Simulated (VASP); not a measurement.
# KIr3 in VASP: notebook, part 2 of 2

VASP 6.6.1. The steps go on from the part before.

## 5. Relaxation of cell and atoms, PBE

INCAR reads:

```
SYSTEM = KIr3
PREC = Accurate ; ENCUT = 600
EDIFF = 1E-7 ; ISMEAR = 0
SIGMA = 0.1 ; LREAL = .FALSE.
LASPH = .TRUE. ; NELM = 80
ALGO = Fast ; ISIF = 3
LWAVE = .FALSE. ; LCHARG = .FALSE.
GGA = PE ; IBRION = 2
NSW = 100 ; EDIFFG = -0.01
```

KPOINTS reads:

```
regular mesh
0
G
  12 12 12
  0 0 0
```

POSCAR reads:

```
KIr3
1.0
    4.0715220971      0.0000000000      0.0000000000
    0.0000000000      4.0715220971      0.0000000000
    0.0000000000      0.0000000000      4.0715220971
K Ir
1 3
Direct
    0.0000000000      0.0000000000      0.0000000000
    0.0000000000      0.5000000000      0.5000000000
    0.5000000000      0.0000000000      0.5000000000
    0.5000000000      0.5000000000      0.0000000000
```

Potentials or basis: VASP PAW PBE potentials, release 64 (K_sv, Ir).

The run is started by

```
cat potpaw_PBE.64/K_sv/POTCAR potpaw_PBE.64/Ir/POTCAR > POTCAR
mpirun -np 1 vasp_std > vasp.out
```

OUTCAR:

```text
SYSTEM = KIr3
   PREC = Accurate
   ENCUT = 600
   EDIFF = 1E-7
   ISMEAR = 0
   LREAL = .FALSE.
   LASPH = .TRUE.
   NELM = 80
   ISIF = 3
   GGA = PE
   IBRION = 2
   NSW = 100
   EDIFFG = -0.01

 ion  position               nearest neighbor table
   1  0.000  0.000  0.000-   2 2.88   3 2.88   4 2.88   2 2.88   3 2.88   2 2.88   4 2.88   2 2.88
                             3 2.88   4 2.88   3 2.88   4 2.88
   2  0.000  0.500  0.500-   1 2.88   3 2.88   4 2.88   1 2.88   4 2.88   1 2.88   3 2.88   1 2.88
                             3 2.88   4 2.88   4 2.88   3 2.88
   3  0.500  0.000  0.500-   1 2.88   2 2.88   4 2.88   1 2.88   4 2.88   2 2.88   4 2.88   4 2.88
                             1 2.88   2 2.88   1 2.88   2 2.88
   4  0.500  0.500  0.000-   1 2.88   2 2.88   3 2.88   2 2.88   3 2.88   1 2.88   3 2.88   3 2.88
                             1 2.88   2 2.88   2 2.88   1 2.88

  LATTYP: Found a simple cubic cell.
 ALAT       =     4.0715220971

  Lattice vectors:

 A1 = (   4.0715220971,   0.0000000000,   0.0000000000)
 A2 = (   0.0000000000,   4.0715220971,   0.0000000000)
 A3 = (   0.0000000000,   0.0000000000,   4.0715220971)

[... 181 lines left out ...]
  energy without entropy =      -22.56523538  energy(sigma->0) =      -22.58005125

------------------------ aborting loop because EDIFF is reached ----------------------------------------

  FORCE on cell =-STRESS in cart. coord.  units (eV):
  Direction    XX          YY          ZZ          XY          YZ          ZX
  --------------------------------------------------------------------------------------
  -------------------------------------------------------------------------------------
  Total        0.1659178      0.1659178      0.1659178      0.0000000      0.0000000     -0.0000000
  in kB        3.9385204      3.9385204      3.9385204      0.0000000      0.0000000     -0.0000000
  external PRESSURE =       3.9385204 kB  Pullay stress =       0.0000000 kB
[... 63 lines left out ...]
--------------------------------------- Ionic step        3  -------------------------------------------

 number of electron      35.9999998 magnetization

 Free energy of the ion-electron system (eV)
  ---------------------------------------------------
  ext. energy  EPLUGINS =         0.00000000
  ---------------------------------------------------
  free energy    TOTEN  =       -22.59506757 eV

  energy without entropy =      -22.56528407  energy(sigma->0) =      -22.58017582

 E-fermi :   5.7479     XC(G=0): -12.3791

 val. band max:        5.7475499415   @ k =   0.5000   0.4167   0.0000
 cond. band min:       5.7483823696   @ k =   0.5000   0.1667   0.1667
 fundamental gap:      0.0008324281
 Fermi energy:         5.7478655799

 k-point     1 :       0.0000    0.0000    0.0000
  band No.  band energies     occupation
      1     -22.3333      2.00000
      2      -6.0896      2.00000
      3      -6.0896      2.00000
      4      -6.0896      2.00000
      5      -1.5912      2.00000
      6       1.4225      2.00000
[... 589 lines left out ...]
     21       6.7071      0.00000
     22       9.2232      0.00000

 [... further k-points ...]
[... 5 lines left out ...]
  --------------------------------------------------------------------------------------
  -------------------------------------------------------------------------------------
  Total        0.0023803      0.0023803      0.0023803     -0.0000000     -0.0000000      0.0000000
  in kB        0.0563650      0.0563650      0.0563650     -0.0000000     -0.0000000      0.0000000
  external PRESSURE =       0.0563650 kB  Pullay stress =       0.0000000 kB
[... 19 lines left out ...]
  FREE ENERGIE OF THE ION-ELECTRON SYSTEM (eV)
  ---------------------------------------------------
  free  energy   TOTEN  =       -22.5950675750 eV

  energy  without entropy=      -22.5652840662  energy(sigma->0) =      -22.58017582

 reached required accuracy - stopping structural energy minimisation
```

Wall time 11 min (1 thread of Oxide Virtual Turin-like, shared host); peak memory 0.28 GiB.

What came out:

* Free energy: -22.5951 eV
* Relaxed volume: 16.92 Å³/atom
* Relaxed cell: a = 4.075 Å, b = 4.075 Å, c = 4.075 Å, α = 90.00°, β = 90.00°, γ = 90.00°
* Space group after relaxing (to 0.05 Å): Pm-3m (No. 221)
* Energy gained by relaxing: 0.1 meV/atom
* Ionic steps: 3
* Pressure after relaxing: 0.0 GPa
* Band gap on the k mesh: zero (band 18 reaches 7.57 eV, above the bottom of band 19 at 5.46 eV)

The path:
```csv
step,energy change (eV),largest force (eV/Å),pressure (GPa),volume (Å³)
1,0.0000,0.0000,0.39,67.49
2,0.0002,0.0000,-0.54,67.90
3,-0.0002,0.0000,0.01,67.66
```

Final structure:
```cif
data_structure
_symmetry_space_group_name_H-M 'P 1'
_symmetry_Int_Tables_number 1
_cell_length_a 4.0749
_cell_length_b 4.0749
_cell_length_c 4.0749
_cell_angle_alpha 90.000
_cell_angle_beta 90.000
_cell_angle_gamma 90.000
_cell_volume 67.66
loop_
_atom_site_label
_atom_site_type_symbol
_atom_site_fract_x
_atom_site_fract_y
_atom_site_fract_z
_atom_site_occupancy
K1 K 0.00000 0.00000 0.00000 1
Ir1 Ir 0.00000 0.50000 0.50000 1
Ir2 Ir 0.50000 0.00000 0.50000 1
Ir3 Ir 0.50000 0.50000 0.00000 1
```

Caveat: spin-orbit coupling is left out, which moves the levels of the heavy elements.

## 6. Summary

```csv
task,cell,k mesh,cutoff (eV),gap on the mesh (eV),pressure (GPa),relaxed volume (Å³/atom)
single point,"a = 4.073, b = 4.073, c = 4.070 Å, 4 atoms",4 × 4 × 4,520,none,0.6,-
single point,"a = 4.068 Å, 4 atoms",12 × 12 × 12,520,none,0.7,-
relaxation of cell and atoms,"relaxed from a = 4.203, b = 4.203, c = 4.160 Å, 4 atoms",4 × 4 × 4,600,none,-0.2,16.97
relaxation of cell and atoms,"relaxed from a = 4.072 Å, 4 atoms",12 × 12 × 12,600,none,0.0,16.92
```

Alike in all rows: level PBE; potentials or basis VASP PAW PBE potentials, release 64 (K_sv, Ir); no spin polarisation; smearing gaussian 0.1 eV.

Caveats: some runs use coarse meshes; spin-orbit coupling is left out, which moves the levels of the heavy elements.

Total energies depend on the potentials used, so only differences within one code and one set of settings carry meaning.
